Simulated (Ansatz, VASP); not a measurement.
## Sb: VASP beside Ansatz

File POSCAR:

```
Sb
1.0
    2.1250856202      1.2269187549      3.7072099901
   -2.1250856202      1.2269187549      3.7072099901
    0.0000000000     -2.4538375098      3.7072099901
Sb
2
Direct
    0.7665100000      0.7665100000      0.7665100000
    0.2334900000      0.2334900000      0.2334900000
```

Contents of INCAR.step1:

```
PREC = Accurate
ENCUT = 520
EDIFF = 1E-5
ISMEAR = -1
SIGMA = 0.05
LREAL = False
LASPH = True
NELM = 100
ALGO = Normal
ISIF = 2
LWAVE = True
LCHARG = False
NBANDS = 12
GGA = PE
```

The input INCAR.step2:

```
PREC = Accurate
ENCUT = 520
EDIFF = 1E-6
ISMEAR = -1
SIGMA = 0.05
LREAL = False
LASPH = True
NELM = 100
ALGO = Normal
ISIF = 2
LWAVE = False
LCHARG = False
GGA = PE
LHFCALC = True
AEXX = 0.25
PRECFOCK = Normal
NBANDS = 12
ISTART = 1
```

Contents of KPOINTS:

```
regular mesh
0
Gamma
  4 4 4
```

input

```
crystal:
  lattice:
    - [2.1250856202, 1.2269187549, 3.7072099901]
    - [-2.1250856202, 1.2269187549, 3.7072099901]
    - [0.0, -2.4538375098, 3.7072099901]
  atoms:
    - { symbol: Sb, position: [0.76651, 0.76651, 0.76651] }
    - { symbol: Sb, position: [0.23349, 0.23349, 0.23349] }
hamiltonian:
  xc: pbe0
  pseudopotentials: { kind: paw }
kpoints:
  mp_grid: { grid: [4, 4, 4] }
scf:
  occupations: { method: fermi_dirac, width: 0.05 }
output:
  forces: true
  stress: true
  eigenvalues: true
  write_density: true
  write_potential: true
  elf: true
  volumetric_format: npy
```

Alike in both runs: task single point; functional PBE0; k mesh 4 × 4 × 4; occupations fermi-dirac, width 0.05 eV; no spin polarisation.

|  | VASP | Ansatz |
| --- | --- | --- |
| version | VASP 6.6.1 | Ansatz 0.2.0 |
| potentials or method | VASP PAW PBE potentials, release 64 (Sb) | Ansatz PAW |
| plane-wave cutoff (eV) | 520 | 420 |
| valence electrons in the cell | 10 | 30 |

|  | VASP | Ansatz | Ansatz less VASP |
| --- | --- | --- | --- |
| gap on the k mesh at the Fermi level (eV) | 0.89 | 0.77 | -0.121 |
| least direct gap on the mesh (eV) | 1.09 | 0.95 | -0.136 |
| pressure (GPa) | 2.3 | 3.5 | +1.20 |
| traceless stress, the component that is largest in VASP (GPa) | -0.74 | -0.82 | -0.079 |
| rms of the force components (eV/Å) | 0.134 | 0.102 | -0.0318 |

Atom by atom the forces differ by 0.032 eV/Å (rms over components). VASP's potentials hold 10 valence electrons a cell and Ansatz's 30, so a difference there can come from the potentials and not from the codes.

The k mesh is coarse, so the values compare programs but aren't converged. Neither program's run includes spin-orbit coupling.
